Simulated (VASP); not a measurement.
# InP (Fm-3m) in VASP: further runs, part 2 of 2

VASP 6.6.1. The steps go on from the part before.

## (3) Single point, PBEsol (volume scaled by 0.920)

Contents of INCAR:

```
PREC = Accurate
ENCUT = 520
EDIFF = 1E-7
ISMEAR = 0
SIGMA = 0.05
LREAL = False
LASPH = True
NELM = 60
ALGO = Normal
ISIF = 2
LWAVE = False
LCHARG = True
GGA = PS
LELF = True
LVHAR = True
NBANDS = 16
```

Contents of KPOINTS:

```
regular mesh
0
Gamma
  14 14 14
```

Contents of POSCAR:

```
InP
1.0
    0.0000000000      2.6545062728      2.6545062728
    2.6545062728      0.0000000000      2.6545062728
    2.6545062728      2.6545062728      0.0000000000
In P
1 1
Direct
    0.0000000000      0.0000000000      0.0000000000
    0.5000000000      0.5000000000      0.5000000000
```

Potentials or basis: VASP PAW PBE potentials, release 64 (In_d, P).

Run with:

```bash
$ cat potpaw_PBE.64/In_d/POTCAR potpaw_PBE.64/P/POTCAR > POTCAR
$ mpirun -np 1 vasp_std > vasp.out
```

OUTCAR:

```text
PREC = Accurate
   ENCUT = 520
   EDIFF = 1E-7
   ISMEAR = 0
   LREAL = False
   LASPH = True
   NELM = 60
   ISIF = 2
   GGA = PS

 ion  position               nearest neighbor table
   1  0.000  0.000  0.000-   2 2.65   2 2.65   2 2.65   2 2.65   2 2.65   2 2.65
   2  0.500  0.500  0.500-   1 2.65   1 2.65   1 2.65   1 2.65   1 2.65   1 2.65

  LATTYP: Found a face centered cubic cell.
 ALAT       =     5.3090125456

  Lattice vectors:

 A1 = (   0.0000000000,   2.6545062728,   2.6545062728)
 A2 = (   2.6545062728,   0.0000000000,   2.6545062728)
 A3 = (   2.6545062728,   2.6545062728,   0.0000000000)

Analysis of symmetry for initial positions (statically):
=====================================================================
 Subroutine PRICEL returns:
 Original cell was already a primitive cell.

 Routine SETGRP: Setting up the symmetry group for a
 face centered cubic supercell.

 Subroutine GETGRP returns: Found 48 space group operations
 (whereof 48 operations were pure point group operations)
 out of a pool of 48 trial point group operations.

The static configuration has the point symmetry O_h .

Analysis of symmetry for dynamics (positions and initial velocities):
=====================================================================
 Subroutine PRICEL returns:
 Original cell was already a primitive cell.

 Routine SETGRP: Setting up the symmetry group for a
 face centered cubic supercell.

 Subroutine GETGRP returns: Found 48 space group operations
 (whereof 48 operations were pure point group operations)
 out of a pool of 48 trial point group operations.

The dynamic configuration has the point symmetry O_h .

 Subroutine INISYM returns: Found 48 space group operations
 (whereof 48 operations are pure point group operations),
 and found     1 'primitive' translations

----------------------------------------------------------------------------------------

                                     Primitive cell

  volume of cell :      37.4094
[... 109 lines left out ...]
     AMIX_MAG =   1.60;   BMIX_MAG =  1.00
  volume/ion in A,a.u.               =      18.70       126.23
  Fermi-wavevector in a.u.,A,eV,Ry     =   1.282838  2.424213 22.390755  1.645674
  Thomas-Fermi vector in A             =   2.415126
   LORBIT       =      0    0 simple, 1 ext, 2 COOP (PROOUT), +10 PAW based schemes
   GGA     = PS    functional components
   LHFCALC =     F    Hartree Fock is set to
   AEXX    =    0.0000 exact exchange contribution
   IVDW    =     0    specifies the selected vdW correction
   LEPSILON=     F    determine dielectric tensor
   LRPA    =     F    only Hartree local field effects (RPA)
 non-spin polarized calculation
 Gauss-broadening in eV      SIGMA  =   0.05
  energy-cutoff  :      520.00
  volume of cell :       37.41
 maximum number of plane-waves:      1022
   NGX = 13   NGY = 13   NGZ = 13

 number of electron      17.9999991 magnetization

 Free energy of the ion-electron system (eV)
  ---------------------------------------------------
  ext. energy  EPLUGINS =         0.00000000
  ---------------------------------------------------
  free energy    TOTEN  =        -8.71067811 eV

  energy without entropy =       -8.70926729  energy(sigma->0) =       -8.70997270

 E-fermi :   8.5515     XC(G=0): -11.1436

 val. band max:        8.5510540547   @ k =  -0.3571   0.1429   0.0000
 cond. band min:       8.5901497388   @ k =  -0.1429   0.0714   0.0000
 fundamental gap:      0.0390956841
 Fermi energy:         8.5514512930

 k-point     1 :       0.0000    0.0000    0.0000
  band No.  band energies     occupation
      1      -5.7559      2.00000
      2      -5.7559      2.00000
      3      -5.7254      2.00000
      4      -5.7254      2.00000
      5      -5.7254      2.00000
      6      -4.4692      2.00000
[... 433 lines left out ...]
      3      -5.7487      2.00000
      4      -5.6677      2.00000
      5      -5.6436      2.00000
      6      -3.3490      2.00000
[... 8 lines left out ...]
     15      19.0261      0.00000
     16      19.3021      0.00000

 [... further k-points ...]

------------------------ aborting loop because EDIFF is reached ----------------------------------------

  FORCE on cell =-STRESS in cart. coord.  units (eV):
  Direction    XX          YY          ZZ          XY          YZ          ZX
  --------------------------------------------------------------------------------------
  -------------------------------------------------------------------------------------
  Total        2.0167409      2.0167409      2.0167409      0.0000000      0.0000000      0.0000000
  in kB       86.3732825     86.3732825     86.3732825      0.0000000      0.0000000      0.0000000
  external PRESSURE =      86.3732825 kB  Pullay stress =       0.0000000 kB

 VOLUME and BASIS-vectors are now :
 -----------------------------------------------------------------------------
  energy-cutoff  :      520.00
  volume of cell :       37.41
      direct lattice vectors                 reciprocal lattice vectors
     0.000000000  2.654506273  2.654506273    -0.188358945  0.188358945  0.188358945
     2.654506273  0.000000000  2.654506273     0.188358945 -0.188358945  0.188358945
     2.654506273  2.654506273  0.000000000     0.188358945  0.188358945 -0.188358945

 POSITION                                       TOTAL-FORCE (eV/Angst)
 -----------------------------------------------------------------------------------
      0.00000      0.00000      0.00000         0.000000     -0.000000     -0.000000
      2.65451      2.65451      2.65451        -0.000000      0.000000      0.000000
 -----------------------------------------------------------------------------------
    total drift:                               -0.000000      0.000000      0.000000

  FREE ENERGIE OF THE ION-ELECTRON SYSTEM (eV)
  ---------------------------------------------------
  free  energy   TOTEN  =        -8.7106781052 eV

  energy  without entropy=       -8.7092672884  energy(sigma->0) =       -8.70997270
```

It took 46 s on 1 thread of Intel Xeon Platinum 8559C (Emerald Rapids), shared host; peak memory 0.19 GiB.

Results:

| Property | Result |
| --- | --- |
| Free energy | -8.7107 eV |
| Pressure | 8.6 GPa |
| Band gap on the k mesh | zero (band 9 reaches 8.96 eV, above the bottom of band 10 at 6.16 eV) |

Levels at points of the mesh, in eV from the Fermi level:
| k point | band 5 | band 6 | band 7 | band 8 | band 9 | band 10 | band 11 | band 12 | band 13 | band 14 |
| --- | --- | --- | --- | --- | --- | --- | --- | --- | --- | --- |
| (0.00, 0.00, 0.00) | -14.28 | -13.02 | -0.35 | -0.35 | -0.35 | 1.60 | 7.12 | 7.12 | 7.12 | 9.21 |
| (0.50, 0.00, 0.00) | -14.15 | -10.48 | -7.37 | 0.24 | 0.24 | 2.49 | 3.33 | 3.33 | 6.20 | 11.56 |
| (0.50, 0.50, 0.00) | -14.10 | -8.91 | -5.80 | -2.77 | -2.77 | -2.39 | 3.52 | 10.96 | 10.96 | 11.22 |

Caveat: the PAW data sets were made with another functional, which shifts forces and pressure a little; spin-orbit coupling is left out, which moves the levels of the heavy elements.
